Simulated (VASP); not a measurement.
## CaO: single point with LDA

The system is CaO.

```
Ca O
1.0
     3.90883    0.00000    0.00000
    -1.95442    3.38515    0.00000
     0.00000    0.00000    4.68355
Ca O
2 2
Direct
  0.33333 0.66667 0.25000
  0.66667 0.33333 0.75000
  0.66667 0.33333 0.25000
  0.33333 0.66667 0.75000
```

| Item | Value |
| --- | --- |
| Program | VASP 6.6.1 |
| Task | single point |
| Functional | LDA |
| Potentials or basis | VASP PAW LDA potentials, release 64 (Ca_sv, O) |
| Cutoff | 520 eV |
| k mesh | 6 × 6 × 6 |
| Occupations | fermi-dirac, width 0.02 eV |
| Spin | no spin polarisation |

```yaml
Pressure: 0.8 GPa
Band_gap_on_the_k_mesh: 3.21 eV
```

Stress tensor (GPa, compression positive):
```
0.77 0.00 0.00
0.00 0.77 0.00
0.00 0.00 0.85
```

Levels at points of the mesh, in eV from the valence-band top:
```tsv
k point	band 12	band 13	band 14	band 15	band 16	band 17	band 18	band 19	band 20	band 21
(0.00, 0.00, 0.00)	-1.31	-1.30	-1.30	-1.06	0.00	3.21	6.14	6.14	7.92	8.06
(0.50, 0.00, 0.00)	-1.15	-0.86	-0.84	-0.64	-0.42	4.62	5.17	5.20	7.87	7.89
(0.00, 0.00, 0.50)	-1.72	-1.44	-1.44	-1.44	-1.44	5.04	5.04	7.98	7.98	7.98
(0.50, 0.00, 0.50)	-2.24	-1.19	-1.19	-0.80	-0.80	5.33	5.33	7.46	7.46	8.20
```

Run time: 78 s on 1 thread of Intel Xeon 8259CL, on a shared host, peak memory 0.14 GiB.

A k mesh can miss the band edges.
